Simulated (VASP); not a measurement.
**Bi: single point with PBE**

Crystal: Bi.

```
Bi
1.0
     0.00000    2.68510    2.68510
     2.68510    0.00000    2.68510
     2.68510    2.68510    0.00000
Bi
2
Cartesian
  -0.6713 -0.6713 -0.6713
  0.6713 0.6713 0.6713
```

This isn't the form of Bi at room conditions, which is rhombohedral.

```json
{
  "Program": "VASP 6.6.1",
  "Task": "single point",
  "Functional": "PBE",
  "Potentials or basis": "VASP PAW PBE potentials, release 64 (Bi_d)",
  "Cutoff": "520 eV",
  "k mesh": "11 × 11 × 11",
  "Occupations": "fermi-dirac, width 0.05 eV",
  "Spin": "no spin polarisation"
}
```

| Property | Result |
| --- | --- |
| Pressure | 196.9 GPa |
| Band gap on the k mesh | zero (bands 15 and 16 overlap by 2.98 eV) |

Levels at points of the mesh, in eV from the Fermi level:
```csv
k point,band 11,band 12,band 13,band 14,band 15,band 16,band 17,band 18,band 19,band 20
"(0.00, 0.00, 0.00)",-21.27,-2.78,-2.02,-2.02,-2.02,0.15,0.15,0.15,1.52,5.60
```

Run time: 59 s on 1 thread of Intel Xeon 8259CL, with other jobs on the host, peak memory 0.18 GiB.

Caveat: the cell stands under pressure; spin-orbit coupling is left out, which moves the levels of the heavy elements.
